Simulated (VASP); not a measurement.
CaO: single point with PBE+D3(BJ)

The system is CaO.

```xyz
2
Lattice="0.0000 2.3917 2.3917 2.3917 0.0000 2.3917 2.3917 2.3917 0.0000" Properties=species:S:1:pos:R:3 pbc="T T T"
Ca    0.0000    0.0000    0.0000
O     2.3917    2.3917    2.3917
```

```json
{
 "Program": "VASP 6.6.1",
 "Task": "single point",
 "Functional": "PBE",
 "Dispersion": "D3(BJ)",
 "Potentials or basis": "VASP PAW PBE potentials, release 64 (Ca_sv, O)",
 "Cutoff": "600 eV",
 "k mesh": "8 × 8 × 8",
 "Occupations": "gaussian, width 0.02 eV",
 "Spin": "no spin polarisation"
}
```

The pressure is 0.5 GPa and the band gap on the k mesh is 3.63 eV (least direct gap 4.00 eV). The dispersion energy per atom is -0.276 eV.

Levels at points of the mesh, in eV from the valence-band top:
```
           k point  band 5  band 6  band 7  band 8  band 9  band 10  band 11  band 12
(0.00, 0.00, 0.00)  -15.56    0.00    0.00    0.00    4.83     6.26     6.26     6.26
(0.50, 0.00, 0.00)  -14.30   -2.67   -1.23   -1.23    7.12     8.43     8.43     8.62
(0.50, 0.50, 0.00)  -15.32   -1.29   -0.37   -0.37    3.63     8.15     8.98     9.63
```

Wall time 7.4 s on 1 thread of Intel(R) Xeon(R) 6975P-C (Granite Rapids), on a shared host, peak memory 0.17 GiB.

A k mesh can miss the band edges.
